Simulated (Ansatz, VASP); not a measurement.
## CdS in VASP and in Ansatz

POSCAR

```
CdS
1.0
    4.1221561418      0.0000000000      0.0000000000
   -2.0610780709      3.5698919372      0.0000000000
    0.0000000000      0.0000000000      6.8308679039
Cd S
2 2
Direct
    0.3333333333      0.6666666667      0.0013474316
    0.6666666667      0.3333333333      0.5013474316
    0.3333333333      0.6666666667      0.3736525684
    0.6666666667      0.3333333333      0.8736525684
```

The input INCAR.step1:

```
SYSTEM = CdS
ALGO = Normal
EDIFF = 1E-4
ENCUT = 520
GGA = PE
ISMEAR = 0
LASPH = .True.
LCHARG = .False.
LREAL = .False.
LWAVE = .True.
NBANDS = 26
NELM = 60
PREC = Accurate
SIGMA = 0.01
```

Contents of INCAR.step2:

```
SYSTEM = CdS
ALGO = Normal
EDIFF = 1E-6
ENCUT = 520
ISIF = 2
ISMEAR = 0
ISTART = 1
LASPH = .True.
LCHARG = .True.
LELF = .True.
LMIXTAU = .True.
LREAL = .False.
LVHAR = .True.
LWAVE = .False.
METAGGA = R2SCAN
NBANDS = 26
NELM = 60
PREC = Accurate
SIGMA = 0.01
```

The input KPOINTS:

```
k-points
0
Gamma
  6 6 4
  0 0 0
```

Input for Ansatz:

```yaml
crystal:
  lattice:
    - [4.12215614181, 0.0, 0.0]
    - [-2.06107807091, 3.56989193717, 0.0]
    - [0.0, 0.0, 6.83086790386]
  atoms:
    - { symbol: Cd, position: [0.333333333333, 0.666666666667, 0.001347431601] }
    - { symbol: Cd, position: [0.666666666667, 0.333333333333, 0.501347431601] }
    - { symbol: S, position: [0.333333333333, 0.666666666667, 0.373652568399] }
    - { symbol: S, position: [0.666666666667, 0.333333333333, 0.873652568399] }
kpoints:
  mp_grid: { grid: [6, 6, 4] }
scf:
  occupations: { method: fixed }
  convergence: { dr2_threshold: 1.0e-10 }
hamiltonian:
  xc: r2scan
  pseudopotentials: { kind: paw }
output:
  forces: true
  stress: true
  eigenstates:
    kpoints:
      - [0.0, 0.0, 0.0]
      - [0.0, 0.0, -0.5]
      - [-0.5, 0.0, 0.0]
      - [-0.5, 0.5, 0.0]
      - [0.0, -0.5, 0.0]
      - [-0.5, 0.0, -0.5]
      - [-0.5, 0.5, -0.5]
      - [0.0, -0.5, -0.5]
  eigenvalues: true
```

Change from the starting cell: film at in-plane strain -0.01.

Alike in both runs: task single point; functional r2SCAN; k mesh 6 × 6 × 4; no spin polarisation.

```csv
,VASP,Ansatz
version,VASP 6.6.1,Ansatz 0.2.0
potentials or method,"VASP PAW PBE potentials, release 64 (Cd, S)","PAW with Ansatz's default frozen-core files, scalar-relativistic"
plane-wave cutoff (eV),520,500
occupations,"gaussian, width 0.01 eV",fixed
valence electrons in the cell,36,52
```

Ansatz gave:

| Item | Value |
| --- | --- |
| gap on the k mesh at the Fermi level (eV) | 1.62 |
| pressure (GPa) | 0.6 |
| traceless stress, the component that is largest in VASP (GPa) | -0.64 |

Question: Which values does VASP return?

Answer: gap on the k mesh at the Fermi level (eV): 1.61; pressure (GPa): 1.0; traceless stress, the component that is largest in VASP (GPa): -0.64.

VASP's potentials were made for PBE, not for r2SCAN. VASP's potentials hold 36 valence electrons a cell and Ansatz's 52, so a difference there can come from the potentials and not from the codes.
